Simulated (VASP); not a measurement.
## KI: single point with PBE+D3(BJ)

KI:

```
CELL_PARAMETERS angstrom
2.48316 -3.78000 0.00000
2.48316 3.78000 0.00000
0.00000 0.00000 4.96632
ATOMIC_POSITIONS crystal
K 0.00000 0.00000 0.00000
I 0.50000 0.50000 0.50000
```

| Property | Result |
| --- | --- |
| Program | VASP 6.6.1 |
| Task | single point |
| Functional | PBE |
| Dispersion | D3(BJ) |
| Potentials or basis | VASP PAW PBE potentials, release 64 (K_sv, I) |
| Cutoff | 520 eV |
| k mesh | 4 × 4 × 4 |
| Occupations | gaussian, width 0.1 eV |
| Spin | no spin polarisation |

```
Pressure                   : -0.8 GPa
Band gap on the k mesh     : 2.70 eV, indirect (least direct gap 2.77 eV)
Dispersion energy per atom : -0.217 eV
```

Stress tensor (GPa, compression positive):
```
 0.28  0.00  0.00
 0.00 -0.39  0.00
 0.00  0.00 -2.34
```

Levels at points of the mesh, in eV from the valence-band top:
```
           k point  band 5  band 6  band 7  band 8  band 9  band 10  band 11  band 12
(0.00, 0.00, 0.00)  -11.02   -0.95   -0.44   -0.08    2.70     4.74     5.83     7.06
(0.50, 0.00, 0.00)  -10.78   -1.90   -0.96   -0.49    4.68     5.57     6.55     7.54
(0.50, 0.50, 0.00)  -10.81   -1.66   -0.92   -0.66    4.51     4.89     5.83     6.48
(0.00, 0.00, 0.50)  -10.85   -2.01   -0.60    0.00    5.05     5.17     6.60     7.65
(0.50, 0.00, 0.50)  -10.84   -1.55   -1.40   -0.32    3.88     5.30     6.67     7.24
(0.50, 0.50, 0.50)  -10.69   -1.58   -1.52   -1.06    4.34     5.88     7.24     7.33
```

Wall time 36 s on 1 thread of Oxide Virtual Turin-like Processor, on a shared host, peak memory 0.2 GiB.

Caveat: spin-orbit coupling is left out, which moves the levels of the heavy elements. A k mesh can miss the band edges.
